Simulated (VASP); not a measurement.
# W3S in VASP: further runs

W3S is run at these levels: PBE; tasks: single point.

Program: VASP 6.6.1. These are calculated values, not measurements. Logs are shortened: lines on timing, memory, paths and dates and some standing lists are left out, and cuts for length are marked.

## (1) The cell of the first run

The cell holds a slab with vacuum, 4 atoms: a = 2.855 Å, b = 2.855 Å, c = 20.197 Å, α = 90.00°, β = 90.00°, γ = 120.00°.

## (2) Single point, PBE

INCAR

```
SYSTEM = W3S
PREC = Accurate
ENCUT = 520
EDIFF = 1E-7
ISMEAR = 0
SIGMA = 0.1
LREAL = .FALSE.
LASPH = .TRUE.
NELM = 80
ALGO = Normal
ISIF = 2
LWAVE = .FALSE.
LCHARG = .TRUE.
LDIPOL = .TRUE.
IDIPOL = 3
DIPOL = 0.5 0.5 0.369
GGA = PE
LELF = .TRUE.
LVHAR = .TRUE.
LVACPOTAV = .TRUE.
NBANDS = 32
```

KPOINTS

```
Automatic mesh
0
G
  9 9 1
  0 0 0
```

POSCAR

```
W3S
1.0
    2.8547213223      0.0000000000      0.0000000000
   -1.4273606611      2.4722611858      0.0000000000
    0.0000000000      0.0000000000     20.1973423488
W S
3 1
Direct
    0.6666666667      0.3333333333      0.1980458583
    0.3333333333      0.6666666667      0.3143385345
    0.0000000000      0.0000000000      0.4306181575
    0.0000000000      0.3333333333      0.5325925622
```

Potentials or basis: VASP PAW PBE potentials, release 64 (W_sv, S).

Launch:

```console
$ cat potpaw_PBE.64/W_sv/POTCAR potpaw_PBE.64/S/POTCAR > POTCAR
$ mpirun -np 1 vasp_std > vasp.out
```

OUTCAR:

```text
SYSTEM = W3S
   PREC = Accurate
   ENCUT = 520
   EDIFF = 1E-7
   ISMEAR = 0
   LREAL = .FALSE.
   LASPH = .TRUE.
   NELM = 80
   ISIF = 2
   GGA = PE

 ion  position               nearest neighbor table
   1  0.667  0.333  0.198-   2 2.87   2 2.87   2 2.87
   2  0.333  0.667  0.314-   3 2.87   3 2.87   3 2.87   1 2.87   1 2.87   1 2.87
   3  0.000  0.000  0.431-   4 2.27   4 2.80   2 2.87   2 2.87   2 2.87
   4  0.000  0.333  0.533-   3 2.27   3 2.80

  LATTYP: Found a hexagonal cell.
 ALAT       =     2.8547213223
 C/A-ratio  =     7.0750662038

  Lattice vectors:

 A1 = (   2.8547213223,   0.0000000000,   0.0000000000)
 A2 = (  -1.4273606611,   2.4722611858,   0.0000000000)
 A3 = (   0.0000000000,   0.0000000000,  20.1973423488)

Analysis of symmetry for initial positions (statically):
=====================================================================
 Subroutine PRICEL returns:
 Original cell was already a primitive cell.

 Routine SETGRP: Setting up the symmetry group for a
 hexagonal supercell.

 Subroutine GETGRP returns: Found  1 space group operations
 (whereof  1 operations were pure point group operations)
 out of a pool of 24 trial point group operations.

The static configuration has the point symmetry C_1 .

Analysis of symmetry for dynamics (positions and initial velocities):
=====================================================================
 Subroutine PRICEL returns:
 Original cell was already a primitive cell.

 Routine SETGRP: Setting up the symmetry group for a
 hexagonal supercell.

 Subroutine GETGRP returns: Found  1 space group operations
 (whereof  1 operations were pure point group operations)
 out of a pool of 24 trial point group operations.

The dynamic configuration has the point symmetry C_1 .

 Subroutine INISYM returns: Found  1 space group operations
 (whereof  1 operations are pure point group operations),
 and found     1 'primitive' translations

----------------------------------------------------------------------------------------

                                     Primitive cell

  volume of cell :     142.5451

  direct lattice vectors                    reciprocal lattice vectors
     2.854721322  0.000000000  0.000000000     0.350296890  0.202244004  0.000000000
    -1.427360661  2.472261186  0.000000000     0.000000000  0.404488007  0.000000000
     0.000000000  0.000000000 20.197342349     0.000000000  0.000000000  0.049511465

  length of vectors
     2.854721322  2.854721322 20.197342349     0.404488007  0.404488007  0.049511465

  position of ions in fractional coordinates (direct lattice)
     0.666666667  0.333333333  0.198045858
     0.333333333  0.666666667  0.314338535
     0.000000000  0.000000000  0.430618157
     1.000000000  0.333333333  0.532592562

  ion indices of the primitive-cell ions
   primitive index   ion index
                 1           1
                 2           2
                 3           3
                 4           4

----------------------------------------------------------------------------------------

 KPOINTS: Automatic mesh

Automatic generation of k-mesh.
 Grid dimensions read from file:
 generate k-points for:    9    9    1

 Generating k-lattice:

  Cartesian coordinates                     Fractional coordinates (reciprocal lattice)
     0.038921877  0.022471556  0.000000000     0.111111111 -0.000000000  0.000000000
     0.000000000  0.044943112  0.000000000     0.000000000  0.111111111  0.000000000
     0.000000000  0.000000000  0.049511465     0.000000000  0.000000000  1.000000000

  Length of vectors
     0.044943112  0.044943112  0.049511465

  Shift w.r.t. Gamma in fractional coordinates (k-lattice)
     0.000000000  0.000000000  0.000000000

 Subroutine IBZKPT returns following result:
 ===========================================

 Found     41 irreducible k-points:

 Following reciprocal coordinates:
            Coordinates               Weight
  0.000000  0.000000  0.000000      1.000000
  0.111111  0.000000  0.000000      2.000000
  0.000000  0.111111  0.000000      2.000000
 -0.111111  0.111111  0.000000      2.000000
  0.222222  0.000000  0.000000      2.000000
  0.000000  0.222222  0.000000      2.000000
[... 16 lines left out ...]
  0.333333  0.111111  0.000000      2.000000
 -0.111111  0.444444  0.000000      2.000000
 [... further k-points ...]
   k-points           NKPTS =     41   k-points in BZ     NKDIM =     41   number of bands    NBANDS=     32
   number of dos      NEDOS =    301   number of ions     NIONS =      4
   total plane-waves  NPLWV =  86400
   dimension x,y,z NGX =    24 NGY =   24 NGZ =  150
   dimension x,y,z NGXF=    48 NGYF=   48 NGZF=  300
   ions per type =               3   1
   NGX,Y,Z   is equivalent  to a cutoff of  13.98, 13.98, 12.35 a.u.
   NGXF,Y,Z  is equivalent  to a cutoff of  27.95, 27.95, 24.69 a.u.
 SYSTEM =  W3S
   PREC   = accura    normal or accurate (medium, high low for compatibility)
   ISTART =      0    job   : 0-new  1-cont  2-samecut
   ICHARG =      2    charge: 1-file 2-atom 10-const
   ISPIN  =      1    spin polarized calculation?
   LNONCOLLINEAR =      F non collinear calculations
   LSORBIT =      F    spin-orbit coupling
   LASPH  =      T    aspherical Exc in radial PAW
   ENCUT  =  520.0 eV  38.22 Ry    6.18 a.u.   5.31  5.31 37.55*2*pi/ulx,y,z
   NELM   =     80;   NELMIN=  2; NELMDL= -5     # of ELM steps
   EDIFF  = 0.1E-06   stopping-criterion for ELM
   LREAL  =      F    real-space projection
   EDIFFG = 0.1E-05   stopping-criterion for IOM
   NSW    =      0    number of steps for IOM
   IBRION =     -1    ionic relax: 0-MD 1-quasi-New 2-CG
   NFREE  =      0    steps in history (QN), initial steepest desc. (CG)
   ISIF   =      2    stress and relaxation
   ISYM   =      2    0-nonsym 1-usesym 2-fastsym
   POTIM  = 0.5000    time-step for ionic-motion
   TEBEG  =    0.0;   TEEND  =   0.0 temperature during run
   PSTRESS=    0.0 pullay stress
   NELECT =      48.0000    total number of electrons
   NUPDOWN=      -1.0000    fix difference up-down
   EMIN   =  10.00;   EMAX   =-10.00  energy-range for DOS
   EFERMI =   0.00;   METHOD = LEGACY
   ISMEAR =     0;   SIGMA  =   0.10  broadening in eV -4-tet -1-fermi 0-gaus
   EFERMI_NEDOS =   21; number of points for ismear=-14 and -15
   IALGO  =     38    algorithm
   IMIX   =      4    mixing-type and parameters
     AMIX     =   0.40;   BMIX     =  1.00
     AMIX_MAG =   1.60;   BMIX_MAG =  1.00
  volume/ion in A,a.u.               =      35.64       240.49
  Fermi-wavevector in a.u.,A,eV,Ry     =   1.138950  2.152303 17.649559  1.297206
  Thomas-Fermi vector in A             =   2.275653
   LORBIT       =      0    0 simple, 1 ext, 2 COOP (PROOUT), +10 PAW based schemes
   GGA     = PE    functional components
   LHFCALC =     F    Hartree Fock is set to
   AEXX    =    0.0000 exact exchange contribution
   IVDW    =     0    specifies the selected vdW correction
   LEPSILON=     F    determine dielectric tensor
   LRPA    =     F    only Hartree local field effects (RPA)
 non-spin polarized calculation
 Gauss-broadening in eV      SIGMA  =   0.10
  energy-cutoff  :      520.00
  volume of cell :      142.55
 maximum number of plane-waves:      3867
 NGX is ok and might be reduce to    24
   NGX = 11   NGY = 11   NGZ = 75

 dipolmoment           0.000000      0.000000      0.699539 electrons x Angstroem

 number of electron      48.0000001 magnetization

 dipolmoment           0.000000      0.000000     -0.017806 electrons x Angstroem

 Free energy of the ion-electron system (eV)
  ---------------------------------------------------
  ext. energy  EPLUGINS =         0.00000000
  ---------------------------------------------------
  free energy    TOTEN  =       -39.85512162 eV

  energy without entropy =      -39.83337482  energy(sigma->0) =      -39.84424822

 E-fermi :   1.9397     XC(G=0):  -6.6862

 val. band max:        1.9302700273   @ k =   0.0000   0.0000   0.0000
 cond. band min:       1.9464017981   @ k =  -0.2222  -0.4444   0.0000
 fundamental gap:      0.0161317708
 Fermi energy:         1.9397192866

 k-point     1 :       0.0000    0.0000    0.0000
  band No.  band energies     occupation
      1     -72.1362      2.00000
      2     -71.8153      2.00000
      3     -71.7597      2.00000
      4     -36.6793      2.00000
      5     -36.2843      2.00000
      6     -35.9102      2.00000
[... 24 lines left out ...]
     31       4.7717      0.00000
     32       4.8975      0.00000

 k-point     2 :       0.1111    0.0000    0.0000
  band No.  band energies     occupation
      1     -72.1280      2.00000
      2     -71.8062      2.00000
      3     -71.7529      2.00000
      4     -36.6529      2.00000
      5     -36.2739      2.00000
      6     -35.9612      2.00000
[... 24 lines left out ...]
     31       4.7299      0.00000
     32       4.8696      0.00000

 k-point     3 :       0.0000    0.1111    0.0000
  band No.  band energies     occupation
      1     -72.1279      2.00000
      2     -71.8062      2.00000
      3     -71.7529      2.00000
      4     -36.6523      2.00000
      5     -36.2746      2.00000
      6     -36.0087      2.00000
[... 24 lines left out ...]
     31       4.7179      0.00000
     32       4.8667      0.00000

 k-point     4 :      -0.1111    0.1111    0.0000
  band No.  band energies     occupation
      1     -72.1279      2.00000
      2     -71.8062      2.00000
      3     -71.7529      2.00000
      4     -36.6522      2.00000
      5     -36.2749      2.00000
      6     -36.0134      2.00000
[... 654 lines left out ...]
     31       5.2702      0.00000
     32       5.6065      0.00000

 k-point    23 :       0.3333    0.1111    0.0000
  band No.  band energies     occupation
      1     -72.0709      2.00000
      2     -71.7418      2.00000
      3     -71.7080      2.00000
      4     -36.6312      2.00000
      5     -36.5148      2.00000
      6     -36.2950      2.00000
[... 24 lines left out ...]
     31       6.5135      0.00000
     32       7.0726      0.00000

 k-point    24 :      -0.1111    0.4444    0.0000
  band No.  band energies     occupation
      1     -72.0706      2.00000
      2     -71.7418      2.00000
      3     -71.7079      2.00000
      4     -36.6823      2.00000
      5     -36.5198      2.00000
      6     -36.2985      2.00000
[... 24 lines left out ...]
     31       6.5187      0.00000
     32       6.9950      0.00000

 [... further k-points ...]
[... 5 lines left out ...]
  --------------------------------------------------------------------------------------
  -------------------------------------------------------------------------------------
  Total       -1.3329840     -2.3278631     -0.1967430      0.0936795      1.9036208     -0.9817451
  in kB      -14.9824629    -26.1646978     -2.2113507      1.0529384     21.3963023    -11.0346108
  external PRESSURE =     -14.4528371 kB  Pullay stress =       0.0000000 kB

 VOLUME and BASIS-vectors are now :
 -----------------------------------------------------------------------------
  energy-cutoff  :      520.00
  volume of cell :      142.55
      direct lattice vectors                 reciprocal lattice vectors
     2.854721322  0.000000000  0.000000000     0.350296890  0.202244004  0.000000000
    -1.427360661  2.472261186  0.000000000     0.000000000  0.404488007  0.000000000
     0.000000000  0.000000000 20.197342349     0.000000000  0.000000000  0.049511465

 POSITION                                       TOTAL-FORCE (eV/Angst)
 -----------------------------------------------------------------------------------
      1.42736      0.82409      4.00000         0.010446      0.008589     -0.017848
     -0.00000      1.64817      6.34880         0.013778     -0.065305      0.105715
      0.00000      0.00000      8.69734         0.412857     -0.812778     -0.092327
     -0.47579      0.82409     10.75695        -0.437081      0.869494      0.004460
 -----------------------------------------------------------------------------------
    total drift:                                0.000003      0.000043      0.000287

  FREE ENERGIE OF THE ION-ELECTRON SYSTEM (eV)
  ---------------------------------------------------
  free  energy   TOTEN  =       -39.8551216192 eV

  energy  without entropy=      -39.8333748177  energy(sigma->0) =      -39.84424822

 vacuum level on the upper side and lower side of the slab         6.611         7.067
```

Wall time 9 min (1 thread of Intel Xeon 8259CL, shared host); peak memory 0.36 GiB.

What came out:

| Item | Value |
| --- | --- |
| Free energy | -39.8551 eV |
| Largest force | 0.973 eV/Å |
| Band gap on the k mesh | zero (band 24 reaches 2.36 eV, above the bottom of band 25 at 1.54 eV) |

Forces in eV/Å, atoms in the order of the input:
```
W    0.010  0.009 -0.018
W    0.014 -0.065  0.106
W    0.413 -0.813 -0.092
S   -0.437  0.869  0.004
```

Caveat: spin-orbit coupling is left out, which moves the levels of the heavy elements.

## (3) Single point, PBE

INCAR

```
SYSTEM = W3S
PREC     = Accurate       ! precision mode
ENCUT    = 520            ! plane-wave cutoff, eV
EDIFF    = 1E-6           ! SCF threshold, eV
ISMEAR   = 0              ! smearing method
SIGMA    = 0.1            ! smearing width, eV
LREAL    = .False.        ! projectors in reciprocal space
LASPH    = .True.         ! aspherical terms in the spheres
NELM     = 60             ! most SCF steps
ALGO     = Normal         ! electronic algorithm
ISIF     = 2              ! what is computed and relaxed
LWAVE    = .False.        ! write WAVECAR
LCHARG   = .True.         ! write CHGCAR
LDIPOL   = .True.       
IDIPOL   = 3            
DIPOL    = 0.5 0.5 0.371
GGA      = PE             ! functional
LELF     = .True.         ! ELF
LVHAR    = .True.       
LVACPOTAV= .True.       
NBANDS   = 32             ! bands
```

KPOINTS

```
regular mesh
0
Gamma
  9 9 1
  0 0 0
```

Edit POSCAR of step 2 so:

```diff
@@ -11,2 +11,2 @@
     0.0000000000      0.0000000000      0.4306181575
-    0.0000000000      0.3333333333      0.5325925622
+    0.0000000000      0.1666666667      0.5405770505
```

Potentials or basis: VASP PAW PBE potentials, release 64 (W_sv, S).

Launch:

```console
$ cat potpaw_PBE.64/W_sv/POTCAR potpaw_PBE.64/S/POTCAR > POTCAR
$ mpirun -np 1 vasp_std > vasp.out
```

It took 7.8 min on 1 thread of Intel Xeon 8259CL, shared host; peak memory 0.36 GiB.

The run converged. Its results:

| Item | Value |
| --- | --- |
| Free energy | -39.5438 eV |
| Largest force | 0.408 eV/Å |
| Band gap on the k mesh | zero (band 24 reaches 2.23 eV, above the bottom of band 25 at 1.37 eV) |

Forces in eV/Å, atoms in the order of the input:
```
W   -0.019  0.013  0.073
W    0.012 -0.028 -0.157
W    0.190 -0.349  0.077
S   -0.182  0.364  0.008
```

Levels at points of the mesh, in eV from the Fermi level:
| k point | band 20 | band 21 | band 22 | band 23 | band 24 | band 25 | band 26 | band 27 | band 28 | band 29 |
| --- | --- | --- | --- | --- | --- | --- | --- | --- | --- | --- |
| (0.00, 0.00, 0.00) | -0.64 | -0.61 | -0.40 | -0.33 | -0.02 | -0.01 | 0.18 | 1.36 | 1.70 | 2.41 |

Caveat: spin-orbit coupling is left out, which moves the levels of the heavy elements.
